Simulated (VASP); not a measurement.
Runs of VASP 6.6.1 on SnO2. The structure is that of space group P6_3/mmc (No. 194), or close to it. The cells are those of the table. 

| cell | gap on the mesh (eV) | pressure (GPa) | largest force (eV/Å) |
| --- | --- | --- | --- |
| a = 3.294, b = 3.294, c = 11.002 Å, angles 90.0, 90.0, 120.0°, 6 atoms | (c) | -10.9 | 0.88 |
| a = 3.209, b = 3.209, c = 10.718 Å, angles 90.0, 90.0, 120.0°, 6 atoms | (b) | -2.5 | 0.12 |
| a = 3.273, b = 3.273, c = 10.933 Å, angles 90.0, 90.0, 120.0°, 6 atoms | 1.83 | (a) | 0.71 |
| a = 3.231, b = 3.231, c = 10.791 Å, angles 90.0, 90.0, 120.0°, 6 atoms | 2.05 | -5.0 | 0.33 |
| a = 3.165, b = 3.165, c = 10.570 Å, angles 90.0, 90.0, 120.0°, 6 atoms | 2.43 | 3.5 | 0.38 |

Alike in all rows: task single point; level PBEsol+D4; potentials or basis VASP PAW PBE potentials, release 64 (Sn_d, O); no spin polarisation; k mesh 12 × 12 × 2; cutoff (eV) 520; smearing gaussian 0.01 eV.

Question: Estimate the missing entries.

Answer: (a) -9.1; (b) 2.17; (c) 1.73.

Caveats: the PAW data sets were made with another functional, which shifts forces and pressure a little; spin-orbit coupling is left out, which moves the levels of the heavy elements; the cell stands under tension (at least some runs); the cell stands under pressure (at least some runs).

A k mesh can miss the band edges, and the runs leave out spin-orbit coupling on Sn.
